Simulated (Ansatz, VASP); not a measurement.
Given: the input of a run of VASP 6.6.1 on Fe.

INCAR

```
PREC = Accurate
ENCUT = 600
EDIFF = 1E-6
ISMEAR = -1
SIGMA = 0.05
LREAL = F
LASPH = T
NELM = 200
ALGO = Normal
ISIF = 2
LWAVE = F
LCHARG = F
ISPIN = 2
MAGMOM = -2.74
LORBIT = 11
LMAXMIX = 4
GGA = PS
NBANDS = 18
GGA_COMPAT = F
```

KPOINTS

```
Automatic mesh
0
Gamma
  13 13 13
```

The input POSCAR:

```
Fe
1.0
   -1.4430000000      1.4430000000      1.4430000000
    1.4430000000     -1.4430000000      1.4430000000
    1.4430000000      1.4430000000     -1.4430000000
Fe
1
Direct
    0.0000000000      0.0000000000      0.0000000000
```

Potentials or basis: VASP PAW PBE potentials, release 64 (Fe_sv).

The run is started by

```bash
$ cat potpaw_PBE.64/Fe_sv/POTCAR > POTCAR
$ mpirun -np 1 vasp_std > vasp.out
```

**Question.** Translate it to Ansatz 0.2.0. Potentials there: Ansatz PAW.

**Answer.** As run (the cutoff follows the program's own potentials):

input.yaml

```yaml
crystal:
  lattice:
    - [-1.443, 1.443, 1.443]
    - [1.443, -1.443, 1.443]
    - [1.443, 1.443, -1.443]
  atoms:
    - { symbol: Fe, position: [0.0, 0.0, 0.0], spin: -2.74 }
hamiltonian:
  xc: pbesol
  pseudopotentials: { kind: paw }
magnetization:
  spin_polarized: true
kpoints:
  mp_grid: { grid: [13, 13, 13] }
scf:
  occupations: { method: fermi_dirac, width: 0.05 }
output:
  forces: true
  stress: true
  eigenvalues: true
```

Potentials or basis: Ansatz PAW.

The run is started by

```console
$ ansatz run input.yaml --threads 2 --pin off --max-ram 5632MiB --backend cpu --events-out ev --progress --plain --runs-dir out
```

Both were run:

|  | VASP | Ansatz | Ansatz less VASP |
| --- | --- | --- | --- |
| gap on the k mesh at the Fermi level (eV) | none | none | - |
| pressure (GPa) | -21.1 | -17.9 | +3.16 |
| net moment per atom (μB) | 2.26 | 2.26 | -0.004 |
| size of the moment on the site where the two differ most (μB) | 2.26 | 2.31 | +0.044 |

VASP's potentials were made for PBE, not for PBEsol. Site moments also hang on the region over which each program counts them. A gap of «none» marks a metal or a gap that the smearing closes. With one functional, cell and mesh, what is left measures potentials, basis and numerics.
